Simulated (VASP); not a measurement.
Wanted: the native input for a VASP 6.6.1 run.

```
Task                   : single point
Functional             : PBE
Potentials or basis    : VASP PAW PBE potentials, release 64 (Zn, O)
Cutoff                 : 520 eV
k mesh                 : 15 × 15 × 15
Occupations            : fermi-dirac, width 0.05 eV
Spin                   : no spin polarisation
Dipole correction      : no
Further INCAR settings : ALGO = Normal; EDIFF = 1e-06; NBANDS = 16
```

The structure of ZnO (CsCl type) lies in POSCAR:

```
ZnO
1.0
    2.4093610557      0.0000000000      0.0000000000
    0.0000000000      2.4093610557      0.0000000000
    0.0000000000      0.0000000000      2.4093610557
Zn O
1 1
Direct
    0.0000000000      0.0000000000      0.0000000000
    0.5000000000      0.5000000000      0.5000000000
```

This cell differs from its parent crystal: volume scaled by 0.72.

One way to write it, as run:

INCAR

```
PREC = Accurate ; ENCUT = 520
EDIFF = 1E-6 ; ISMEAR = -1
SIGMA = 0.05 ; LREAL = False
LASPH = True ; NELM = 80
ALGO = Normal ; ISIF = 2
LWAVE = False ; LCHARG = True
GGA = PE ; LELF = True
LVHAR = True ; NBANDS = 16
```

KPOINTS

```
regular mesh
0
Gamma
  15 15 15
```

Potentials or basis: VASP PAW PBE potentials, release 64 (Zn, O).

The run is started by

```bash
$ cat potpaw_PBE.64/Zn/POTCAR potpaw_PBE.64/O/POTCAR > POTCAR
$ mpirun -np 1 vasp_std > vasp.out
```

It gave:

The pressure is 114.6 GPa. The band gap on the k mesh is 1.43 eV, indirect (least direct gap 3.62 eV).

Wall time 17 s on 1 thread of Intel Xeon 8259CL (shared host), peak memory 0.14 GiB.
